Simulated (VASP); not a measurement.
A run of VASP 6.6.1:

File INCAR:

```
SYSTEM = LaH3
AGGAC = 1.0
AGGAX = 1.0
ALDAC = 0.0
ALDAX = 1.0
ALGO = Normal
EDIFF = 1E-7
EDIFFG = -0.005
ENCUT = 500
GGA = B5
GGA_COMPAT = .FALSE.
IBRION = 2
ISIF = 3
ISMEAR = -1
IVDW = 12
LASPH = .TRUE.
LCHARG = .FALSE.
LMAXMIX = 6
LREAL = .FALSE.
LWAVE = .FALSE.
NELM = 200
NELMIN = 4
NSW = 80
PREC = Accurate
SIGMA = 0.05
VDW_A1 = 0.4298
VDW_A2 = 4.2359
VDW_S6 = 1.0
VDW_S8 = 2.6996
```

The input KPOINTS:

```
k-points
0
G
  7 7 7
  0 0 0
```

POSCAR

```
LaH3
1.0
    0.0000000000      2.7864795000      2.7864795000
    2.7864795000      0.0000000000      2.7864795000
    2.7864795000      2.7864795000      0.0000000000
La H
1 3
Direct
    0.0000000000      0.0000000000      0.0000000000
    0.5000000000      0.5000000000      0.5000000000
    0.7500000000      0.7500000000      0.7500000000
    0.2500000000      0.2500000000      0.2500000000
```

Potentials or basis: VASP PAW PBE potentials, release 64 (La, H).

Launch:

```console
$ cat potpaw_PBE.64/La/POTCAR potpaw_PBE.64/H/POTCAR > POTCAR
$ mpirun -np 1 vasp_std > vasp.out
```

Hardware: 1 thread of AMD EPYC 7R43 64-Core Processor (Zen 3), on a shared host.

Problem. Estimate the wall time of this run.

Solution. It took 2.5 min on 1 thread of AMD EPYC 7R43 64-Core Processor (Zen 3), with other jobs on the host, peak memory 0.16 GiB. Counts: scf iterations 34, k points 20, ion steps 3.
